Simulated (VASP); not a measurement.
Wanted: the native input for a VASP 6.6.1 run.

```yaml
Task: single point
Functional: PBE
Potentials_or_basis: VASP PAW PBE potentials, release 64 (Al, O)
Cutoff: 520 eV
k_mesh: 5 × 5 × 5
Occupations: gaussian, width 0.01 eV
Spin: no spin polarisation
Dipole_correction: no
Further_INCAR_settings: ALGO = Normal; EDIFF = 1e-06; NBANDS = 35
```

The structure of Al2O3 lies in POSCAR:

```
Al2O3
1.0
    2.4043532574      1.3881540004      4.3745190155
   -2.4043532574      1.3881540004      4.3745190155
    0.0000000000     -2.7763080008      4.3745190155
Al O
4 6
Direct
    0.3521476781      0.3521476781      0.3521476781
    0.1478523219      0.1478523219      0.1478523219
    0.6478523219      0.6478523219      0.6478523219
    0.8521476781      0.8521476781      0.8521476781
    0.5561754433      0.9438245567      0.2500000000
    0.2500000000      0.5561754433      0.9438245567
    0.9438245567      0.2500000000      0.5561754433
    0.4438245567      0.0561754433      0.7500000000
    0.7500000000      0.4438245567      0.0561754433
    0.0561754433      0.7500000000      0.4438245567
```

One way to write it, as run:

INCAR

```
ALGO = Normal
EDIFF = 1E-6
ENCUT = 520
GGA = PE
ISIF = 2
ISMEAR = 0
LASPH = T
LCHARG = F
LREAL = F
LWAVE = F
NBANDS = 35
NELM = 60
PREC = Accurate
SIGMA = 0.01
```

KPOINTS

```
k-points
0
Gamma
  5 5 5
```

Potentials or basis: VASP PAW PBE potentials, release 64 (Al, O).

Launch:

```sh
$ cat potpaw_PBE.64/Al/POTCAR potpaw_PBE.64/O/POTCAR > POTCAR
$ mpirun -np 1 vasp_std > vasp.out
```

Results of the run:

```json
{
  "Pressure": "-0.1 GPa",
  "Largest force": "0.004 eV/Å",
  "Band gap on the k mesh": "5.85 eV"
}
```

Run time: 2.1 min on 1 thread of Intel Xeon 8259CL, on a shared host, peak memory 0.24 GiB.
